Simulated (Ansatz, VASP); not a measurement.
**Os in VASP and in Ansatz**

INCAR

```
ALGO     = Fast           # electronic algorithm
EDIFF    = 1E-6           # SCF threshold, eV
ENCUT    = 520            # plane-wave cutoff, eV
GGA      = PS             # functional
ISIF     = 2              # what is computed and relaxed
ISMEAR   = 0              # smearing method
LASPH    = T              # aspherical terms in the spheres
LCHARG   = T              # write CHGCAR
LELF     = T              # ELF
LREAL    = F              # projectors in reciprocal space
LVHAR    = T            
LWAVE    = F              # write WAVECAR
NBANDS   = 10             # bands
NELM     = 100            # most SCF steps
PREC     = Accurate       # precision mode
SIGMA    = 0.15           # smearing width, eV
```

Contents of KPOINTS:

```
k-points
0
Gamma
  24 24 24
```

File POSCAR:

```
Os
1.0
    0.0000000000      2.0532726884      1.7452817851
    2.0532726884      0.0000000000      1.7452817851
    2.0532726884      2.0532726884      0.0000000000
Os
1
Direct
    0.0000000000      0.0000000000      0.0000000000
```

Input for Ansatz:

```yaml
crystal:
  lattice:
    - [0.0, 2.0532726884, 1.7452817851]
    - [2.0532726884, 0.0, 1.7452817851]
    - [2.0532726884, 2.0532726884, 0.0]
  atoms:
    - { symbol: Os, position: [0.0, 0.0, 0.0] }
basis:
  ecutwfc: 420
kpoints:
  mp_grid: { grid: [24, 24, 24] }
hamiltonian:
  xc: pbesol
scf:
  occupations: { method: gaussian, width: 0.15 }
output:
  forces: true
  stress: true
  eigenvalues: true
```

Alike in both runs: task single point; functional PBEsol; k mesh 24 × 24 × 24; occupations gaussian, width 0.15 eV; no spin polarisation.

|  | VASP | Ansatz |
| --- | --- | --- |
| version | VASP 6.6.1 | Ansatz 0.2.0 |
| potentials or method | VASP PAW PBE potentials, release 64 (Os), cutoff 520 eV | scalar-relativistic, plane waves, PAW |
| valence electrons in the cell | 8 | 16 |

Ansatz gave:

| Property | Result |
| --- | --- |
| gap on the k mesh at the Fermi level (eV) | none |
| pressure (GPa) | -15.8 |
| traceless stress, the component that is largest in VASP (GPa) | 34.24 |

Task: Which values does VASP return?

Result: gap on the k mesh at the Fermi level (eV): none; pressure (GPa): -15.6; traceless stress, the component that is largest in VASP (GPa): 34.17.

VASP's potentials were made for PBE, not for PBEsol. A gap of «none» marks a metal or a gap that the smearing closes. The functional is the same, so the differences come from potentials, cutoffs and numerics. VASP's potentials hold 8 valence electrons a cell and Ansatz's 16, so a difference there can come from the potentials and not from the codes.

Neither program's run includes spin-orbit coupling.
